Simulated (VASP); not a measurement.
# SiF (Pmma) in VASP: relaxation of cell and atoms with PBE

Aim: the relaxation of cell and atoms of SiF with PBE.

All numbers are computed with VASP 6.6.1; they aren't measurements. Logs are shortened: lines on timing, memory, paths and dates and some standing lists are left out, and cuts for length are marked.

## (1) The cell of the first run

It takes space group Pmma (No. 51, orthorhombic). Conventional cell: a = 4.033 Å, b = 2.670 Å, c = 4.118 Å, α = 90.00°, β = 90.00°, γ = 90.00°. Si (site symmetry mm2) has 8 F at 2.45 to 2.47 Å and 6 Si at 2.54 to 3.27 Å within 3.3 Å. Within 3.3 Å of F (site symmetry mm2) lie 8 Si at 2.45 to 2.47 Å and 6 F at 2.54 to 3.27 Å.

The cell was generated, and may not be a known phase.

## (2) Relaxation of cell and atoms, PBE

The input, INCAR:

```
SYSTEM = SiF
PREC = Accurate
ENCUT = 1350
EDIFF = 1E-7
ISMEAR = 0
SIGMA = 0.1
LREAL = .FALSE.
LASPH = .TRUE.
NELM = 120
ALGO = Normal
ISIF = 3
LWAVE = .FALSE.
LCHARG = .FALSE.
GGA = PE
IBRION = 2
NSW = 90
EDIFFG = -0.04
GGA_COMPAT = .FALSE.
NELMIN = 4
```

The input, KPOINTS:

```
Automatic mesh
0
G
  4 6 4
  0 0 0
```

The input, POSCAR:

```
SiF
1.0
    4.0334906500      0.0000000000      0.0000000000
    0.0000000000      2.6700869600      0.0000000000
    0.0000000000      0.0000000000      4.1180629600
Si F
2 2
Direct
    0.2500000000      0.5000000000      0.8119999600
    0.7500000000      0.5000000000      0.1880000400
    0.2500000000      0.0000000000      0.3119999900
    0.7500000000      0.0000000000      0.6880000100
```

Potentials or basis: VASP PAW PBE potentials, release 64 (Si, F_h).

Run with:

```console
> cat potpaw_PBE.64/Si/POTCAR potpaw_PBE.64/F_h/POTCAR > POTCAR
> mpirun -np 1 vasp_std > vasp.out
```

OUTCAR:

```text
SYSTEM = SiF
   PREC = Accurate
   ENCUT = 1350
   EDIFF = 1E-7
   ISMEAR = 0
   LREAL = .FALSE.
   LASPH = .TRUE.
   NELM = 120
   ISIF = 3
   GGA = PE
   IBRION = 2
   NSW = 90
   EDIFFG = -0.04
   NELMIN = 4

 ion  position               nearest neighbor table
   1  0.250  0.500  0.812-   2 2.54   2 2.54
   2  0.750  0.500  0.188-   1 2.54   1 2.54
   3  0.250  0.000  0.312-
   4  0.750  0.000  0.688-

  LATTYP: Found a simple orthorhombic cell.
 ALAT       =     2.6700869600
 B/A-ratio  =     1.5106214556
 C/A-ratio  =     1.5422954464

  Lattice vectors:

 A1 = (   0.0000000000,  -2.6700869600,   0.0000000000)
 A2 = (   4.0334906500,   0.0000000000,   0.0000000000)
 A3 = (   0.0000000000,   0.0000000000,   4.1180629600)

Analysis of symmetry for initial positions (statically):
=====================================================================
 Subroutine PRICEL returns:
 Original cell was already a primitive cell.

 Routine SETGRP: Setting up the symmetry group for a
 simple orthorhombic supercell.

 Subroutine GETGRP returns: Found  8 space group operations
 (whereof  4 operations were pure point group operations)
 out of a pool of  8 trial point group operations.

The static configuration has the point symmetry C_2h.
 The point group associated with its full space group is D_2h.

Analysis of symmetry for dynamics (positions and initial velocities):
=====================================================================
 Subroutine PRICEL returns:
 Original cell was already a primitive cell.

 Routine SETGRP: Setting up the symmetry group for a
 simple orthorhombic supercell.

 Subroutine GETGRP returns: Found  8 space group operations
 (whereof  4 operations were pure point group operations)
 out of a pool of  8 trial point group operations.

The dynamic configuration has the point symmetry C_2h.
 The point group associated with its full space group is D_2h.

 Subroutine INISYM returns: Found  8 space group operations
 (whereof  4 operations are pure point group operations),
 and found     1 'primitive' translations

----------------------------------------------------------------------------------------

                                     Primitive cell

  volume of cell :      44.3506

  direct lattice vectors                    reciprocal lattice vectors
     4.033490650  0.000000000  0.000000000     0.247924214  0.000000000  0.000000000
     0.000000000  2.670086960  0.000000000     0.000000000  0.374519637  0.000000000
     0.000000000  0.000000000  4.118062960     0.000000000  0.000000000  0.242832616

  length of vectors
     4.033490650  2.670086960  4.118062960     0.247924214  0.374519637  0.242832616

  position of ions in fractional coordinates (direct lattice)
     0.250000000  0.500000000  0.811999960
     0.750000000  0.500000000  0.188000040
     0.250000000  0.000000000  0.311999990
     0.750000000  0.000000000  0.688000010

  ion indices of the primitive-cell ions
   primitive index   ion index
                 1           1
                 2           2
                 3           3
                 4           4

----------------------------------------------------------------------------------------

 KPOINTS: Automatic mesh

Automatic generation of k-mesh.
 Grid dimensions read from file:
 generate k-points for:    4    6    4

 Generating k-lattice:

  Cartesian coordinates                     Fractional coordinates (reciprocal lattice)
     0.061981054  0.000000000  0.000000000     0.250000000  0.000000000  0.000000000
     0.000000000  0.062419940  0.000000000     0.000000000  0.166666667  0.000000000
     0.000000000  0.000000000  0.060708154     0.000000000  0.000000000  0.250000000

  Length of vectors
     0.061981054  0.062419940  0.060708154

  Shift w.r.t. Gamma in fractional coordinates (k-lattice)
     0.000000000  0.000000000  0.000000000

 Subroutine IBZKPT returns following result:
 ===========================================

 Found     36 irreducible k-points:

 Following reciprocal coordinates:
            Coordinates               Weight
  0.000000  0.000000  0.000000      1.000000
  0.250000  0.000000  0.000000      2.000000
  0.500000  0.000000  0.000000      1.000000
  0.000000  0.166667  0.000000      2.000000
  0.250000  0.166667  0.000000      4.000000
  0.500000  0.166667  0.000000      2.000000
[... 16 lines left out ...]
  0.250000  0.500000  0.250000      4.000000
  0.500000  0.500000  0.250000      2.000000
 [... further k-points ...]
   k-points           NKPTS =     36   k-points in BZ     NKDIM =     36   number of bands    NBANDS=     15
   number of dos      NEDOS =    301   number of ions     NIONS =      4
   total plane-waves  NPLWV =  76800
   dimension x,y,z NGX =    48 NGY =   32 NGZ =   50
   dimension x,y,z NGXF=    96 NGYF=   64 NGZF=  100
   ions per type =               2   2
   NGX,Y,Z   is equivalent  to a cutoff of  19.78, 19.92, 20.18 a.u.
   NGXF,Y,Z  is equivalent  to a cutoff of  39.57, 39.85, 40.37 a.u.
 SYSTEM =  SiF
   PREC   = accura    normal or accurate (medium, high low for compatibility)
   ISTART =      0    job   : 0-new  1-cont  2-samecut
   ICHARG =      2    charge: 1-file 2-atom 10-const
   ISPIN  =      1    spin polarized calculation?
   LNONCOLLINEAR =      F non collinear calculations
   LSORBIT =      F    spin-orbit coupling
   LASPH  =      T    aspherical Exc in radial PAW
   ENCUT  = 1350.0 eV  99.22 Ry    9.96 a.u.  12.08  8.00 12.34*2*pi/ulx,y,z
   NELM   =    120;   NELMIN=  4; NELMDL= -5     # of ELM steps
   EDIFF  = 0.1E-06   stopping-criterion for ELM
   LREAL  =      F    real-space projection
   EDIFFG = -.4E-01   stopping-criterion for IOM
   NSW    =     90    number of steps for IOM
   IBRION =      2    ionic relax: 0-MD 1-quasi-New 2-CG
   NFREE  =      1    steps in history (QN), initial steepest desc. (CG)
   ISIF   =      3    stress and relaxation
   ISYM   =      2    0-nonsym 1-usesym 2-fastsym
   POTIM  = 0.5000    time-step for ionic-motion
   TEBEG  =    0.0;   TEEND  =   0.0 temperature during run
   PSTRESS=    0.0 pullay stress
   NELECT =      22.0000    total number of electrons
   NUPDOWN=      -1.0000    fix difference up-down
   EMIN   =  10.00;   EMAX   =-10.00  energy-range for DOS
   EFERMI =   0.00;   METHOD = LEGACY
   ISMEAR =     0;   SIGMA  =   0.10  broadening in eV -4-tet -1-fermi 0-gaus
   EFERMI_NEDOS =   21; number of points for ismear=-14 and -15
   IALGO  =     38    algorithm
   IMIX   =      4    mixing-type and parameters
     AMIX     =   0.40;   BMIX     =  1.00
     AMIX_MAG =   1.60;   BMIX_MAG =  1.00
  volume/ion in A,a.u.               =      11.09        74.82
  Fermi-wavevector in a.u.,A,eV,Ry     =   1.295933  2.448958 22.850203  1.679443
  Thomas-Fermi vector in A             =   2.427421
   LORBIT       =      0    0 simple, 1 ext, 2 COOP (PROOUT), +10 PAW based schemes
   GGA     = PE    functional components
   LHFCALC =     F    Hartree Fock is set to
   AEXX    =    0.0000 exact exchange contribution
   IVDW    =     0    specifies the selected vdW correction
   LEPSILON=     F    determine dielectric tensor
   LRPA    =     F    only Hartree local field effects (RPA)
 conjugate gradient relaxation of ions
 non-spin polarized calculation
 Gauss-broadening in eV      SIGMA  =   0.10
  energy-cutoff  :     1350.00
  volume of cell :       44.35
 maximum number of plane-waves:      5032
   NGX = 25   NGY = 15   NGZ = 25

--------------------------------------- Ionic step        1  -------------------------------------------

 number of electron      22.0000000 magnetization

 Free energy of the ion-electron system (eV)
  ---------------------------------------------------
  ext. energy  EPLUGINS =         0.00000000
  ---------------------------------------------------
  free energy    TOTEN  =       -15.48813703 eV

  energy without entropy =      -15.47479955  energy(sigma->0) =      -15.48146829

------------------------ aborting loop because EDIFF is reached ----------------------------------------

  FORCE on cell =-STRESS in cart. coord.  units (eV):
  Direction    XX          YY          ZZ          XY          YZ          ZX
  --------------------------------------------------------------------------------------
  -------------------------------------------------------------------------------------
  Total        9.3292920      3.2220501      6.4966499      0.0000000      0.0000000      0.0000000
  in kB      337.0232236    116.3974410    234.6932524      0.0000000      0.0000000      0.0000000
  external PRESSURE =     229.3713057 kB  Pullay stress =       0.0000000 kB
[... 95 lines left out ...]
  FREE ENERGIE OF THE ION-ELECTRON SYSTEM (eV)
  ---------------------------------------------------
  free  energy   TOTEN  =       -16.3207894599 eV

  energy  without entropy=      -16.3116264568  energy(sigma->0) =      -16.31620796

 E-fermi :   6.3126     XC(G=0): -10.0560

 val. band max:        6.3083704395   @ k =   0.2500   0.3333   0.0000
 cond. band min:       6.3533288633   @ k =   0.2500   0.5000   0.5000
 fundamental gap:      0.0449584238
 Fermi energy:         6.3125748693

 k-point     1 :       0.0000    0.0000    0.0000
  band No.  band energies     occupation
      1     -19.7400      2.00000
      2     -19.3391      2.00000
      3      -5.0506      2.00000
      4      -2.6709      2.00000
      5      -1.9998      2.00000
      6      -0.6788      2.00000
      7       0.3975      2.00000
      8       0.6010      2.00000
      9       0.6250      2.00000
     10       1.9761      2.00000
     11       2.5871      2.00000
     12       8.5195      0.00000
     13      11.5450      0.00000
     14      11.7494      0.00000
[... 403 lines left out ...]
      4      -3.3569      2.00000
      5      -1.7456      2.00000
      6      -1.7456      2.00000
      7       0.3540      2.00000
      8       0.3540      2.00000
      9       2.1464      2.00000
     10       2.1464      2.00000
     11       4.7380      2.00000
     12       4.7380      2.00000
     13      10.4400      0.00000
     14      10.4400      0.00000
     15      12.5145      0.00000

 [... further k-points ...]

[... ionic steps 4 to 32 ...]

--------------------------------------- Ionic step       33  -------------------------------------------

 number of electron      21.9999997 magnetization

------------------------ aborting loop because EDIFF is reached ----------------------------------------
[... 71 lines left out ...]
--------------------------------------- Ionic step       35  -------------------------------------------

 number of electron      21.9999996 magnetization

 Free energy of the ion-electron system (eV)
  ---------------------------------------------------
  ext. energy  EPLUGINS =         0.00000000
  ---------------------------------------------------
  free energy    TOTEN  =       -19.28114431 eV

  energy without entropy =      -19.28016042  energy(sigma->0) =      -19.28065237

 E-fermi :   4.9335     XC(G=0):  -9.0783

 val. band max:        4.8218545192   @ k =   0.2500   0.5000   0.5000
 cond. band min:       5.0571073632   @ k =   0.0000   0.0000   0.5000
 fundamental gap:      0.2352528440
 Fermi energy:         4.9335363973

 k-point     1 :       0.0000    0.0000    0.0000
  band No.  band energies     occupation
      1     -21.4362      2.00000
      2     -21.3010      2.00000
      3      -7.0864      2.00000
      4      -4.0696      2.00000
      5      -3.2871      2.00000
      6      -1.9007      2.00000
      7      -1.7777      2.00000
      8      -1.4931      2.00000
      9      -1.4261      2.00000
     10       1.1016      2.00000
     11       1.1344      2.00000
     12       6.3512      0.00000
     13       9.7703      0.00000
     14      10.3293      0.00000
[... 446 lines left out ...]
  FREE ENERGIE OF THE ION-ELECTRON SYSTEM (eV)
  ---------------------------------------------------
  free  energy   TOTEN  =       -19.2811443125 eV

  energy  without entropy=      -19.2801604181  energy(sigma->0) =      -19.28065237

 reached required accuracy - stopping structural energy minimisation
```

It took 22 min on 1 thread of Intel Xeon Platinum 8259CL at 2.50GHz (Skylake/Cascade Lake), shared host; peak memory 0.34 GiB.

What came out:

```yaml
Free_energy: -19.2811 eV
Relaxed_volume: 15.47 Å³/atom
Relaxed_cell: a = 4.698 Å, b = 2.536 Å, c = 5.193 Å, α = 90.00°, β = 90.00°, γ = 90.00°
Space_group_after_relaxing_to_0.1_Å: Pmma (No. 51)
Pressure_after_relaxing: 0.3 GPa
Largest_force_after_relaxing: 0.033 eV/Å
Band_gap_on_the_k_mesh: zero (bands 11 and 12 overlap by 3.31 eV)
```

Forces on the atoms (eV/Å):
```
Si   0.000  0.000  0.021
Si   0.000  0.000 -0.021
F    0.000  0.000 -0.033
F    0.000  0.000  0.033
```

Final structure:
```xyz
4
Lattice="4.6979 0.0000 0.0000 0.0000 2.5356 0.0000 0.0000 0.0000 5.1933" Properties=species:S:1:pos:R:3 pbc="T T T"
Si    1.1745    1.2678    0.2199
Si    3.5234    1.2678    4.9734
F     1.1745    0.0000    1.6510
F     3.5234    0.0000    3.5423
```

Caveat: the k points lie up to 0.41 Å⁻¹ apart in the final cell, too coarse for converged energies and pressures of a metal; the volume moved by over 15 % at a fixed basis, so the end points are rough.

The gap in the log of VASP goes by the Fermi energy; the results here count the filled bands.